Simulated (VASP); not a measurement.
# LiTi4Sb8 (a cell with a defect) in VASP: further runs, part 2 of 2

VASP 6.6.1. The steps go on from the part before.

## (4) Single point, LDA

File INCAR:

```
SYSTEM = LiTi4Sb8
PREC     = Accurate       ! precision mode
ENCUT    = 520            ! plane-wave cutoff, eV
EDIFF    = 1E-6           ! SCF threshold, eV
ISMEAR   = -1             ! smearing method
SIGMA    = 0.1            ! smearing width, eV
LREAL    = .FALSE.        ! projectors in reciprocal space
LASPH    = .TRUE.         ! aspherical terms in the spheres
NELM     = 80             ! most SCF steps
ALGO     = Normal         ! electronic algorithm
ISIF     = 2              ! what is computed and relaxed
LWAVE    = .FALSE.        ! write WAVECAR
LCHARG   = .TRUE.         ! write CHGCAR
GGA      = CA             ! functional
LELF     = .TRUE.         ! ELF
LVHAR    = .TRUE.       
NBANDS   = 58             ! bands
```

File KPOINTS:

```
Automatic mesh
0
G
  3 3 3
  0 0 0
```

File POSCAR:

```
LiTi4Sb8
1.0
    6.7029110000      0.0000000000      0.0000000000
    0.0000000000      6.7029110000      0.0000000000
    0.0000000000      0.0000000000      5.7959770000
Ti Sb Li
4 8 1
Direct
    0.0144862434      0.0004326478      0.1642863662
    0.0210057988     -0.0231839569      0.7304549345
    0.5100172149      0.4834914263      0.7703791785
    0.5208930866      0.5259505907      0.2364743683
    0.3265297719      0.1459365938      0.5165997036
    0.8919109921      0.3333924619      0.4460852760
    0.1710301688      0.4066889744     -0.0218772435
    0.5990233199      0.1649730990      0.0666324245
    0.8305943492      0.6207153877      0.0033644026
    0.3398523418      0.8709947066     -0.0071946455
    0.6481064719      0.8214639878      0.5025037194
    0.1634364532      0.6412288631      0.4974139821
    0.6856424022      0.1449668659      0.6497610325
```

On the command line:

```
> cat potpaw_LDA.64/Ti_sv/POTCAR potpaw_LDA.64/Sb/POTCAR potpaw_LDA.64/Li_sv/POTCAR > POTCAR
> mpirun -np 1 vasp_std > vasp.out
```

Wall time 6.6 min (1 thread of Intel Xeon Platinum 8259CL at 2.50GHz (Skylake/Cascade Lake), shared host); peak memory 0.37 GiB.

Results (log left out):

```yaml
Free_energy: -76.1803 eV
Largest_force: 3.003 eV/Å
Band_gap_on_the_k_mesh: zero (an odd number of electrons rules out a gap without spin polarisation)
```

Forces in eV/Å, atoms in the order of the input:
```
Ti  -1.563  0.373  2.537
Ti  -1.292  0.142 -0.881
Ti  -0.017  1.006 -1.474
Ti  -2.140 -0.951  1.708
Sb   0.684  0.298 -0.438
Sb   0.107  0.894 -0.516
Sb  -0.260 -2.470  0.390
Sb   2.384  0.062 -0.545
Sb   1.053  2.600 -1.025
Sb   0.650 -1.967 -0.616
Sb   0.765 -0.311  0.092
Sb   0.672  0.576 -0.085
Li  -1.043 -0.251  0.853
```

Levels at points of the mesh, in eV from the Fermi level:
```csv
k point,band 43,band 44,band 45,band 46,band 47,band 48
"(0.00, 0.00, 0.00)",-0.57,-0.43,-0.20,0.16,0.56,0.65
```

Caveat: the k points lie up to 0.36 Å⁻¹ apart, too coarse for converged energies and pressures of a metal; the cutoff is under 1.25 times the usual one of these potentials, so pressure, stress and relaxed cells hold a basis-set (Pulay) error; spin-orbit coupling is left out, which moves the levels of the heavy elements.

## (5) Single point, LDA

File INCAR:

```
  PREC = Accurate
  ENCUT = 520
  EDIFF = 1E-6
  ISMEAR = -1
  SIGMA = 0.1
  LREAL = F
  LASPH = T
  NELM = 80
  ALGO = Normal
  ISIF = 2
  LWAVE = F
  LCHARG = F
  NBANDS = 58
```

File KPOINTS:

```
regular mesh
0
Gamma
  3 3 3
```

File POSCAR:

```
LiTi4Sb8
1.0
    6.7029110000      0.0000000000      0.0000000000
    0.0000000000      6.7029110000      0.0000000000
    0.0000000000      0.0000000000      5.7959770000
Ti Sb Li
4 8 1
Direct
    0.0062510154      0.0214086089      0.3193249387
   -0.0314341038      0.0067880955      0.7936366897
    0.5138066133      0.4992010188      0.7236916227
    0.5147763412      0.4796423524      0.2318849781
    0.2903365418      0.1505316123      0.5258474973
    0.8381731460      0.4051970853      0.4788838879
    0.1296451646      0.2749700839      0.0034161626
    0.6925349300      0.1740288660      0.0334887457
    0.8686226029      0.6975178396     -0.0018978681
    0.3478339486      0.8364873113     -0.0478780368
    0.6579380213      0.8169883204      0.4267270212
    0.1737752448      0.6440336146      0.5180317313
    0.6219834934      0.1038951584      0.6726217168
```

Potentials or basis: VASP PAW LDA potentials, release 64 (Ti_sv, Sb, Li_sv).

On the command line:

```
> cat potpaw_LDA.64/Ti_sv/POTCAR potpaw_LDA.64/Sb/POTCAR potpaw_LDA.64/Li_sv/POTCAR > POTCAR
> mpirun -np 1 vasp_std > vasp.out
```

OUTCAR:

```text
PREC = Accurate
   ENCUT = 520
   EDIFF = 1E-6
   ISMEAR = -1
   LREAL = F
   LASPH = T
   NELM = 80
   ISIF = 2

 ion  position               nearest neighbor table
   1  0.006  0.021  0.319-   5 2.41   7 2.63   2 2.76  11 2.78   8 2.87   6 2.96  12 3.00   9 3.01

   2  0.969  0.007  0.794-   7 2.42   9 2.48  13 2.51   8 2.57   1 2.76   5 2.83  10 2.93  12 3.22
                            11 3.24   6 3.35
   3  0.514  0.499  0.724-   6 2.67  12 2.75  10 2.85   4 2.85  11 2.90   5 3.00   8 3.07   9 3.15

   4  0.515  0.480  0.232-   8 2.63   6 2.65  11 2.70   3 2.85  12 3.03   9 3.10  10 3.10   5 3.17
                             7 3.21
   5  0.290  0.151  0.526-  13 2.40   1 2.41   2 2.83   3 3.00   7 3.09   4 3.17  10 3.27   7 3.32
                            11 3.38  12 3.40  12 3.48   6 3.49
   6  0.838  0.405  0.479-   4 2.65   3 2.67  13 2.73  12 2.77   1 2.96  11 3.03   8 3.17   2 3.35
                             9 3.41   7 3.49   5 3.49   9 3.60   8 3.70   7 3.72
[... 1054 lines left out ...]
     57      11.6951      0.00000
 [bands above 57 left out]

------------------------ aborting loop because EDIFF is reached ----------------------------------------

  FORCE on cell =-STRESS in cart. coord.  units (eV):
  Direction    XX          YY          ZZ          XY          YZ          ZX
  --------------------------------------------------------------------------------------
  -------------------------------------------------------------------------------------
  Total       14.0468591     11.2833714     12.3536906      1.8300930      3.2510864      2.5921390
  in kB       86.4243755     69.4218060     76.0070266     11.2597871     20.0025577     15.9483335
  external PRESSURE =      77.2844027 kB  Pullay stress =       0.0000000 kB

 VOLUME and BASIS-vectors are now :
 -----------------------------------------------------------------------------
  energy-cutoff  :      520.00
  volume of cell :      260.41
      direct lattice vectors                 reciprocal lattice vectors
     6.702911000  0.000000000  0.000000000     0.149188912  0.000000000  0.000000000
     0.000000000  6.702911000  0.000000000     0.000000000  0.149188912  0.000000000
     0.000000000  0.000000000  5.795977000     0.000000000  0.000000000  0.172533466

 POSITION                                       TOTAL-FORCE (eV/Angst)
 -----------------------------------------------------------------------------------
      0.04190      0.14350      1.85080        -2.319285     -2.024803     -1.395628
      6.49221      0.04550      4.59990         1.166026     -0.993442     -2.245059
      3.44400      3.34610      4.19450        -0.410152     -0.168612      0.711917
      3.45050      3.21500      1.34400        -1.720674      1.152121     -0.581361
      1.94610      1.00900      3.04780         2.317435      1.245976      0.691658
      5.61820      2.71600      2.77560         1.096310     -2.057403      0.657259
      0.86900      1.84310      0.01980         2.638131      4.112613      0.793595
      4.64200      1.16650      0.19410        -1.446162      0.225042      1.835165
      5.82230      4.67540      5.78498        -0.958038     -2.716100      0.552282
      2.33150      5.60690      5.51848         0.547042     -0.147970      0.595017
      4.41010      5.47620      2.47330        -0.525883      0.365023      0.487947
      1.16480      4.31690      3.00250        -0.030306      1.136522     -0.433116
      4.16910      0.69640      3.89850        -0.354446     -0.128969     -1.669674
 -----------------------------------------------------------------------------------
    total drift:                                0.000465      0.000524     -0.000704

  FREE ENERGIE OF THE ION-ELECTRON SYSTEM (eV)
  ---------------------------------------------------
  free  energy   TOTEN  =       -75.4981016944 eV

  energy  without entropy=      -75.1922221469  energy(sigma->0) =      -75.34516192
```

stdout:

```text
POSCAR found type information on POSCAR TiSbLi
 POSCAR found :  3 types and      13 ions
 scaLAPACK will be used
 LDA part: xc-table for (Slater(with rela. corr.)+CA(PZ))
 , standard interpolation
 POSCAR, INCAR and KPOINTS ok, starting setup
 FFT: planning ... GRIDC
 FFT: planning ... GRID_SOFT
 FFT: planning ... GRID
 WAVECAR not read
 entering main loop
```

Wall time 5.5 min (1 thread of Intel Xeon Platinum 8259CL at 2.50GHz (Skylake/Cascade Lake), shared host); peak memory 0.37 GiB.

What came out:

- Free energy: -75.4981 eV
- Largest force: 4.950 eV/Å
- Band gap on the k mesh: zero (an odd number of electrons rules out a gap without spin polarisation)

Forces on the atoms (eV/Å):
```
Ti  -2.319 -2.025 -1.396
Ti   1.166 -0.993 -2.245
Ti  -0.410 -0.169  0.712
Ti  -1.721  1.152 -0.581
Sb   2.317  1.246  0.692
Sb   1.096 -2.057  0.657
Sb   2.638  4.113  0.794
Sb  -1.446  0.225  1.835
Sb  -0.958 -2.716  0.552
Sb   0.547 -0.148  0.595
Sb  -0.526  0.365  0.488
Sb  -0.030  1.137 -0.433
Li  -0.354 -0.129 -1.670
```

Caveat: the k points lie up to 0.36 Å⁻¹ apart, too coarse for converged energies and pressures of a metal; the cutoff is under 1.25 times the usual one of these potentials, so pressure, stress and relaxed cells hold a basis-set (Pulay) error; the atoms stand as in a frame of molecular dynamics; spin-orbit coupling is left out, which moves the levels of the heavy elements.

## (6) Single point, LDA

File INCAR:

```
SYSTEM = LiTi4Sb8
PREC     = Accurate       ! precision mode
ENCUT    = 520            ! plane-wave cutoff, eV
EDIFF    = 1E-7           ! SCF threshold, eV
ISMEAR   = -1             ! smearing method
SIGMA    = 0.1            ! smearing width, eV
LREAL    = .FALSE.        ! projectors in reciprocal space
LASPH    = .TRUE.         ! aspherical terms in the spheres
NELM     = 100            ! most SCF steps
ALGO     = Normal         ! electronic algorithm
ISIF     = 2              ! what is computed and relaxed
LWAVE    = .FALSE.        ! write WAVECAR
LCHARG   = .TRUE.         ! write CHGCAR
GGA      = CA             ! functional
LELF     = .TRUE.         ! ELF
LVHAR    = .TRUE.       
NBANDS   = 58             ! bands
```

File KPOINTS:

```
regular mesh
0
G
  3 3 3
  0 0 0
```

File POSCAR:

```
LiTi4Sb8
1.0
    6.7029110000      0.0000000000      0.0000000000
    0.0000000000      6.7029110000      0.0000000000
    0.0000000000      0.0000000000      5.7959770000
Ti Sb Li
4 8 1
Direct
    0.0083993358     -0.0221694723      0.2502770456
   -0.0081755524      0.0513955802      0.8036091241
    0.4975002652      0.5115240229      0.7150822027
    0.5147315845      0.4684830218      0.2580065449
    0.3019285203      0.1943185580      0.4928073386
    0.8717704890      0.3760455718      0.5323347556
    0.1931847223      0.3487589198      0.0334714924
    0.6485540387      0.1507703146     -0.0052622707
    0.8520477148      0.6086609236     -0.0005521071
    0.3853847977      0.8298334858     -0.0320912247
    0.5985459153      0.7933120401      0.4260541407
    0.1422367088      0.6967271384      0.5112684195
    0.6512692769      0.1117574141      0.5831631147
```

Potentials or basis: VASP PAW LDA potentials, release 64 (Ti_sv, Sb, Li_sv).

On the command line:

```
> cat potpaw_LDA.64/Ti_sv/POTCAR potpaw_LDA.64/Sb/POTCAR potpaw_LDA.64/Li_sv/POTCAR > POTCAR
> mpirun -np 1 vasp_std > vasp.out
```

Run time: 6.3 min. Hardware: 1 thread of Intel Xeon Platinum 8259CL at 2.50GHz (Skylake/Cascade Lake), shared host; peak memory 0.37 GiB.

It converged, with:

| Quantity | Value |
| --- | --- |
| Free energy | -76.7144 eV |
| Largest force | 3.017 eV/Å |
| Band gap on the k mesh | zero (an odd number of electrons rules out a gap without spin polarisation) |

Forces on the atoms (eV/Å):
```
Ti  -0.878  1.551 -0.151
Ti   1.595 -1.659 -1.168
Ti  -0.248 -1.486  1.397
Ti   0.039 -0.780 -1.496
Sb  -0.156 -1.150  0.717
Sb  -0.125  0.429 -0.633
Sb  -1.239 -0.413 -0.840
Sb   0.406  0.263  1.410
Sb   0.009  1.415  0.146
Sb  -1.319  0.255  0.408
Sb   1.816  2.372  0.419
Sb   0.362 -0.704  0.488
Li  -0.263 -0.095 -0.696
```

Levels at points of the mesh, in eV from the Fermi level:
```csv
k point,band 41,band 42,band 43,band 44,band 45,band 46,band 47,band 48,band 49,band 50
"(0.00, 0.00, 0.00)",-0.95,-0.68,-0.44,-0.36,-0.17,0.28,0.51,0.54,0.74,0.75
```

Caveat: the k points lie up to 0.36 Å⁻¹ apart, too coarse for converged energies and pressures of a metal; the cutoff is under 1.25 times the usual one of these potentials, so pressure, stress and relaxed cells hold a basis-set (Pulay) error; the atoms stand as in a frame of molecular dynamics; spin-orbit coupling is left out, which moves the levels of the heavy elements.

## (7) Overview

```tsv
cell	gap on the mesh (eV)	largest force (eV/Å)
as given, atomic positions A	none	2.82
as given, atomic positions B	none	5.91
as given, atomic positions C	none	3.00
as given, atomic positions D	none	4.95
as given, atomic positions E	none	3.02
```

Alike in all rows: task single point; level LDA; potentials or basis VASP PAW LDA potentials, release 64 (Ti_sv, Sb, Li_sv); no spin polarisation; k mesh 3 × 3 × 3; cutoff (eV) 520; smearing fermi-dirac 0.1 eV.

Caveats: all runs use coarse meshes; the cutoff is under 1.25 times the usual one of these potentials, so pressure, stress and relaxed cells hold a basis-set (Pulay) error; spin-orbit coupling is left out, which moves the levels of the heavy elements; the atoms stand as in a frame of molecular dynamics (at least some runs).

Absolute energies hang on the potentials; compare differences alone.
